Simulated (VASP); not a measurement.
Input of a VASP 6.6.1 run:

The input INCAR:

```
SYSTEM = LiC2
ALGO = Normal ; EDIFF = 1E-7
ENCUT = 520 ; GGA = PE
ISIF = 2 ; ISMEAR = 0
LASPH = .True. ; LCHARG = .False.
LREAL = .False. ; LWAVE = .False.
NBANDS = 20 ; NELM = 60
PREC = Accurate ; SIGMA = 0.1
```

KPOINTS

```
k-points
0
Gamma
  8 8 14
  0 0 0
```

File POSCAR:

```
LiC2
1.0
    3.9430883853     -4.0316345009      0.0000000000
    3.9430883853      4.0316345009      0.0000000000
    0.0000000000      0.0000000000      2.6263215937
Li C
2 4
Direct
    0.0000000000      0.5000000000      0.0000000000
    0.5000000000      0.0000000000      0.0000000000
    0.0024698208      0.1821952006      0.5000000000
    0.9975301792      0.8178047994      0.5000000000
    0.1821952006      0.0024698208      0.5000000000
    0.8178047994      0.9975301792      0.5000000000
```

Potentials or basis: VASP PAW PBE potentials, release 64 (Li_sv, C).

The run is started by

```bash
$ cat potpaw_PBE.64/Li_sv/POTCAR potpaw_PBE.64/C/POTCAR > POTCAR
$ mpirun -np 1 vasp_std > vasp.out
```

Q: Estimate the band gap on the k mesh.

A: Zero (bands 11 and 12 overlap by 0.41 eV).

Q: What does it give for the largest force?

A: 0.107 eV/Å.

Forces on the atoms (eV/Å):
```
Li   0.000  0.000  0.000
Li   0.000  0.000  0.000
C    0.075  0.076  0.000
C   -0.075 -0.076  0.000
C    0.075 -0.076  0.000
C   -0.075  0.076  0.000
```
